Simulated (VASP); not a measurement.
# AlCo in VASP: further runs, part 2 of 2

VASP 6.6.1.

## 3. Single point, PBEsol (strain -0.030 along x and y, -0.015 along z)

The input, INCAR:

```
SYSTEM = AlCo
  PREC = Accurate
  ENCUT = 520
  EDIFF = 1E-7
  ISMEAR = 0
  SIGMA = 0.15
  LREAL = .FALSE.
  LASPH = .TRUE.
  NELM = 80
  ALGO = Normal
  ISIF = 2
  LWAVE = .FALSE.
  LCHARG = .FALSE.
  GGA = PS
  NBANDS = 13
```

The input, KPOINTS:

```
Automatic mesh
0
G
  16 16 16
  0 0 0
```

The input, POSCAR:

```
AlCo
1.0
    2.7348211137      0.0000000000      0.0000000000
    0.0000000000      2.7348211137      0.0000000000
    0.0000000000      0.0000000000      2.7771121618
Al Co
1 1
Direct
    0.0000000000      0.0000000000      0.0000000000
    0.5000000000      0.5000000000      0.5000000000
```

Potentials or basis: VASP PAW PBE potentials, release 64 (Al, Co).

The run is started by

```sh
$ cat potpaw_PBE.64/Al/POTCAR potpaw_PBE.64/Co/POTCAR > POTCAR
$ mpirun -np 1 vasp_std > vasp.out
```

OUTCAR:

```text
SYSTEM = AlCo
   PREC = Accurate
   ENCUT = 520
   EDIFF = 1E-7
   ISMEAR = 0
   LREAL = .FALSE.
   LASPH = .TRUE.
   NELM = 80
   ISIF = 2
   GGA = PS

 ion  position               nearest neighbor table
   1  0.000  0.000  0.000-   2 2.38   2 2.38   2 2.38   2 2.38   2 2.38   2 2.38   2 2.38   2 2.38

   2  0.500  0.500  0.500-   1 2.38   1 2.38   1 2.38   1 2.38   1 2.38   1 2.38   1 2.38   1 2.38

  LATTYP: Found a simple tetragonal cell.
 ALAT       =     2.7348211137
 C/A-ratio  =     1.0154639175

  Lattice vectors:

 A1 = (   2.7348211137,   0.0000000000,   0.0000000000)
 A2 = (   0.0000000000,   2.7348211137,   0.0000000000)
 A3 = (   0.0000000000,   0.0000000000,   2.7771121618)

Analysis of symmetry for initial positions (statically):
=====================================================================
 Subroutine PRICEL returns:
 Original cell was already a primitive cell.

 Routine SETGRP: Setting up the symmetry group for a
 simple tetragonal supercell.

 Subroutine GETGRP returns: Found 16 space group operations
 (whereof 16 operations were pure point group operations)
 out of a pool of 16 trial point group operations.

The static configuration has the point symmetry D_4h.

Analysis of symmetry for dynamics (positions and initial velocities):
=====================================================================
 Subroutine PRICEL returns:
 Original cell was already a primitive cell.

 Routine SETGRP: Setting up the symmetry group for a
 simple tetragonal supercell.

 Subroutine GETGRP returns: Found 16 space group operations
 (whereof 16 operations were pure point group operations)
 out of a pool of 16 trial point group operations.

The dynamic configuration has the point symmetry D_4h.

 Subroutine INISYM returns: Found 16 space group operations
 (whereof 16 operations are pure point group operations),
 and found     1 'primitive' translations

----------------------------------------------------------------------------------------

                                     Primitive cell

  volume of cell :      20.7707

  direct lattice vectors                    reciprocal lattice vectors
[... 115 lines left out ...]
   IVDW    =     0    specifies the selected vdW correction
   LEPSILON=     F    determine dielectric tensor
   LRPA    =     F    only Hartree local field effects (RPA)
 non-spin polarized calculation
 Gauss-broadening in eV      SIGMA  =   0.15
  energy-cutoff  :      520.00
  volume of cell :       20.77
 maximum number of plane-waves:       576
   NGX = 11   NGY = 11   NGZ = 11

 number of electron      12.0000006 magnetization

 Free energy of the ion-electron system (eV)
  ---------------------------------------------------
  ext. energy  EPLUGINS =         0.00000000
  ---------------------------------------------------
  free energy    TOTEN  =       -12.99086598 eV

  energy without entropy =      -12.98271354  energy(sigma->0) =      -12.98678976

 E-fermi :  11.9577     XC(G=0): -12.9269

 val. band max:       11.9570822591   @ k =   0.4375   0.3125   0.4375
 cond. band min:      11.9584913622   @ k =   0.3750   0.1250   0.5000
 fundamental gap:      0.0014091031
 Fermi energy:        11.9577469042

 k-point     1 :       0.0000    0.0000    0.0000
  band No.  band energies     occupation
      1       0.1462      2.00000
      2       8.4431      2.00000
      3       8.4756      2.00000
      4      10.9940      2.00000
      5      10.9940      2.00000
      6      11.0611      2.00000
      7      18.1063      0.00000
      8      18.7082      0.00000
      9      18.7082      0.00000
     10      21.1204      0.00000
     11      21.2326      0.00000
     12      29.3285      0.00000
     13      34.8190      0.00000
[... 354 lines left out ...]
  band No.  band energies     occupation
      1       5.0545      2.00000
      2       5.1019      2.00000
      3       9.2512      2.00000
      4       9.9322      2.00000
      5       9.9567      2.00000
      6      10.9721      2.00000
      7      12.2382      0.00819
      8      19.8067      0.00000
      9      21.2825      0.00000
     10      23.3735      0.00000
     11      24.6969      0.00000
     12      24.7445      0.00000
     13      29.2548      0.00000

 [... further k-points ...]
[... 5 lines left out ...]
  --------------------------------------------------------------------------------------
  -------------------------------------------------------------------------------------
  Total        2.5292110      2.5292110      2.1057611      0.0000000      0.0000000      0.0000000
  in kB      195.0942077    195.0942077    162.4308109      0.0000000      0.0000000      0.0000000
  external PRESSURE =     184.2064088 kB  Pullay stress =       0.0000000 kB

 VOLUME and BASIS-vectors are now :
 -----------------------------------------------------------------------------
  energy-cutoff  :      520.00
  volume of cell :       20.77
      direct lattice vectors                 reciprocal lattice vectors
     2.734821114  0.000000000  0.000000000     0.365654629  0.000000000  0.000000000
     0.000000000  2.734821114  0.000000000     0.000000000  0.365654629  0.000000000
     0.000000000  0.000000000  2.777112162     0.000000000  0.000000000  0.360086285

 POSITION                                       TOTAL-FORCE (eV/Angst)
 -----------------------------------------------------------------------------------
      0.00000      0.00000      0.00000         0.000000      0.000000      0.000000
      1.36741      1.36741      1.38856         0.000000      0.000000      0.000000
 -----------------------------------------------------------------------------------
    total drift:                               -0.000000      0.000000      0.000000

  FREE ENERGIE OF THE ION-ELECTRON SYSTEM (eV)
  ---------------------------------------------------
  free  energy   TOTEN  =       -12.9908659802 eV

  energy  without entropy=      -12.9827135446  energy(sigma->0) =      -12.98678976
```

stdout:

```text
POSCAR found type information on POSCAR AlCo
 POSCAR found :  2 types and       2 ions
 scaLAPACK will be used
 -----------------------------------------------------------------------------
|                                                                             |
|                                                                             |
|     You enforced a specific xc type in the INCAR file but a different       |
|     I HOPE YOU KNOW WHAT YOU ARE DOING!                                     |
|                                                                             |
 -----------------------------------------------------------------------------

 LDA part: xc-table for (Slater+PW92), standard interpolation
 POSCAR, INCAR and KPOINTS ok, starting setup
 FFT: planning ... GRIDC
 FFT: planning ... GRID_SOFT
 FFT: planning ... GRID
 WAVECAR not read
 entering main loop
```

Run time: 1.9 min. Hardware: 1 thread of Intel Xeon 8259CL, shared host; peak memory 0.23 GiB.

What came out:

```
Free energy            : -12.9909 eV
Pressure               : 18.4 GPa
Band gap on the k mesh : zero (bands 6 and 7 overlap by 2.63 eV)
```

Stress tensor (GPa, compression positive):
```
19.51  0.00  0.00
 0.00 19.51  0.00
 0.00  0.00 16.24
```

Levels at points of the mesh, in eV from the Fermi level:
```tsv
k point	band 2	band 3	band 4	band 5	band 6	band 7	band 8	band 9	band 10	band 11
(0.00, 0.00, 0.00)	-3.51	-3.48	-0.96	-0.96	-0.90	6.15	6.75	6.75	9.16	9.27
(0.50, 0.00, 0.00)	-7.07	-2.79	-2.03	-1.91	-0.82	0.29	8.54	10.87	11.42	12.64
(0.50, 0.50, 0.00)	-3.51	-2.80	-2.80	-1.80	-1.80	-0.24	2.86	4.29	13.79	16.56
(0.00, 0.00, 0.50)	-7.23	-2.82	-1.91	-1.91	-0.77	0.13	8.55	11.38	11.38	12.94
(0.50, 0.00, 0.50)	-3.54	-2.97	-2.87	-1.71	-1.70	-0.30	2.71	4.13	14.22	16.87
(0.50, 0.50, 0.50)	-4.45	-4.45	-0.26	-0.20	2.34	2.41	2.41	5.21	5.94	5.94
```

Caveat: the cell differs from its parent crystal (strain -0.030 along x and y, -0.015 along z); the cell stands under pressure; the PAW data sets were made with another functional, which shifts forces and pressure a little; the run has no spin polarisation, though such a crystal can be magnetic.
